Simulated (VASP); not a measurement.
# GaN (wurtzite): single point with PBE

Crystal: GaN (wurtzite).

```xyz
4
Lattice="3.2184 0.0000 0.0000 -1.6092 2.7872 0.0000 0.0000 0.0000 5.2431" Properties=species:S:1:pos:R:3 pbc="T T T"
Ga    0.0000    1.8581    0.0007
Ga    1.6092    0.9291    2.6223
N     0.0000    1.8581    1.9759
N     1.6092    0.9291    4.5975
```

```json
{"Program": "VASP 6.6.1", "Task": "single point", "Functional": "PBE", "Potentials or basis": "VASP PAW PBE potentials, release 64 (Ga_d, N)", "Cutoff": "520 eV", "k mesh": "9 × 9 × 6", "Occupations": "gaussian, width 0.01 eV", "Spin": "no spin polarisation", "Dipole correction": "no", "Further INCAR settings": "ALGO = Normal; EDIFF = 1e-06; NBANDS = 26"}
```

The pressure is 0.1 GPa and the band gap on the k mesh is 1.72 eV, direct.

Levels at points of the mesh, in eV from the valence-band top:
```tsv
k point	band 14	band 15	band 16	band 17	band 18	band 19	band 20	band 21	band 22	band 23
(0.00, 0.00, 0.00)	-1.00	-1.00	-0.04	0.00	0.00	1.72	4.07	9.02	9.73	9.73
(0.00, 0.00, 0.50)	-3.79	-0.51	-0.51	-0.51	-0.51	4.06	4.06	8.31	8.31	10.24
```

Wall time 20 s on 1 thread of Intel(R) Xeon(R) 6975P-C (Granite Rapids), on a shared host, peak memory 0.19 GiB.

Expect the measured gap to be larger: semilocal functionals such as PBE lack the derivative discontinuity.
